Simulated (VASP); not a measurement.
Runs of VASP 6.6.1 on Fe. The structure is that of space group Im-3m (No. 229), or close to it. The cells are those of the table. 

```csv
cell,gap on the mesh (eV),pressure (GPa),moment (μB)
"a = 2.543 Å, angles 109.5°, 1 atom",none,-7.7,2.48
"a = 2.477 Å, angles 109.5°, 1 atom",none,1.9,2.28
"a = 2.454 Å, angles 109.5°, 1 atom",none,(b),2.21
"a = 2.564 Å, angles 109.5°, 1 atom",none,-10.0,2.53
"a = 2.499 Å, angles 109.5°, 1 atom",none,-1.9,2.34
"a = 2.521 Å, angles 109.5°, 1 atom",none,-5.0,2.41
"a = 2.431 Å, angles 109.5°, 1 atom",none,(a),2.15
```

Alike in all rows: task single point; level RPBE; potentials or basis VASP PAW PBE potentials, release 64 (Fe); spin collinear, ferromagnetic start; k mesh 11 × 11 × 11; cutoff (eV) 600; smearing fermi-dirac 0.2 eV.

Problem. Estimate the missing entries.

Solution. (a) 12.2; (b) 6.6.

Caveats: the PAW data sets were made with another functional, which shifts forces and pressure a little.

A gap of «none» marks levels without a gap at the run's occupations.
